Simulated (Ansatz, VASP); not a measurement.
## HfSiO4 in VASP and in Ansatz

```xyz
12
Lattice="-3.3211 3.3211 3.0066 3.3211 -3.3211 3.0066 3.3211 3.3211 -3.0066" Properties=species:S:1:pos:R:3 pbc="T T T"
Hf    0.0000    0.0000    0.0000
Hf    0.0000    3.3211    1.5033
Si    3.3211    0.0000    1.5033
Si    0.0000    0.0000    3.0066
O     3.3211    2.0956   -1.0866
O     4.5465    0.0000    0.4167
O     2.0956    0.0000    0.4167
O     0.0000    1.2255    1.9200
O     2.0956    3.3211    1.0866
O     3.3211    1.2255    2.5899
O     3.3211   -1.2255    2.5899
O     1.2255    0.0000    4.0932
```

Alike in both runs: functional PBE; k mesh 4 × 4 × 4; occupations gaussian, width 0.1 eV; no spin polarisation.

Ansatz relaxed the structure, and its values are those at the end. VASP's run is a single point on that final structure, the one shown.

```csv
,VASP,Ansatz
version,VASP 6.6.1,Ansatz 0.2.0
potentials or method,"VASP PAW PBE potentials, release 64 (Hf_pv, Si, O), cutoff 520 eV","scalar-relativistic, plane waves, PAW"
valence electrons in the cell,76,108
```

|  | VASP | Ansatz | Ansatz less VASP |
| --- | --- | --- | --- |
| gap on the k mesh at the Fermi level (eV) | 5.28 | 5.34 | +0.060 |
| least direct gap on the mesh (eV) | 5.61 | 5.67 | +0.063 |
| pressure (GPa) | -1.4 | 0.3 | +1.68 |
| rms of the force components (eV/Å) | 0.088 | 0.014 | -0.0743 |

VASP's potentials hold 76 valence electrons a cell and Ansatz's 108, so a difference there can come from the potentials and not from the codes.

Neither program's run includes spin-orbit coupling.
